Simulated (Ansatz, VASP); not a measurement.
One calculation of Lu, two programs

File INCAR:

```
PREC = Accurate ; ENCUT = 520
EDIFF = 1E-6 ; ISMEAR = -1
SIGMA = 0.05 ; LREAL = F
LASPH = T ; NELM = 60
ALGO = Normal ; ISIF = 2
LWAVE = F ; LCHARG = F
GGA = PE ; NBANDS = 18
```

The input KPOINTS:

```
Automatic mesh
0
Gamma
  15 15 15
```

Contents of POSCAR:

```
Lu
1.0
   -1.9376852643      1.9376852643      1.9376852643
    1.9376852643     -1.9376852643      1.9376852643
    1.9376852643      1.9376852643     -1.9376852643
Lu
1
Direct
    0.0000000000      0.0000000000      0.0000000000
```

Input for Ansatz:

```yaml
crystal:
  lattice:
    - [-1.9376852643, 1.9376852643, 1.9376852643]
    - [1.9376852643, -1.9376852643, 1.9376852643]
    - [1.9376852643, 1.9376852643, -1.9376852643]
  atoms:
    - { symbol: Lu, position: [0.0, 0.0, 0.0] }
kpoints:
  mp_grid: { grid: [15, 15, 15] }
scf:
  occupations: { method: fermi_dirac, width: 0.05 }
hamiltonian:
  xc: pbe
  pseudopotentials: { kind: all_electron, lapw: { basis_error: 0.001 } }
output:
  forces: true
  stress: true
  eigenvalues: true
```

Change from the starting cell: volume scaled by 0.975.

Alike in both runs: task single point; functional PBE; k mesh 15 × 15 × 15; occupations fermi-dirac, width 0.05 eV; no spin polarisation.

```csv
,VASP,Ansatz
version,VASP 6.6.1,Ansatz 0.2.0
potentials or method,"VASP PAW PBE potentials, release 64 (Lu), cutoff 520 eV","all-electron LAPW, scalar-relativistic"
```

|  | VASP | Ansatz | Ansatz less VASP |
| --- | --- | --- | --- |
| pressure (GPa) | 0.9 | 0.8 | -0.13 |

Ansatz ran all-electron here, and VASP with PAW potentials.

Spin-orbit coupling is off throughout.
